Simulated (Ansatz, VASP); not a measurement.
**Hg: VASP beside Ansatz**

```
Hg
1.0
     1.67961    0.95718    2.17690
    -1.67961    0.95718    2.17690
     0.00000   -1.98138    2.20686
Hg
1
Cartesian
  0.0000 0.0000 0.0000
```

Alike in both runs: task single point; functional PBE; k mesh 14 × 14 × 14; occupations gaussian, width 0.1 eV; no spin polarisation.

```csv
,VASP,Ansatz
version,VASP 6.6.1,Ansatz 0.2.0
potentials or method,"VASP PAW PBE potentials, release 64 (Hg_sv_GW), cutoff 550 eV","scalar-relativistic, plane waves, PAW"
valence electrons in the cell,20,20
```

|  | VASP | Ansatz | Ansatz less VASP |
| --- | --- | --- | --- |
| gap on the k mesh at the Fermi level (eV) | none | none | - |
| pressure (GPa) | 11.1 | 11.4 | +0.26 |
| traceless stress, the component that is largest in VASP (GPa) | 1.56 | 1.53 | -0.023 |

A gap of «none» marks a metal or a gap that the smearing closes. The functional is the same, so the differences come from potentials, cutoffs and numerics.

Spin-orbit coupling is off throughout.
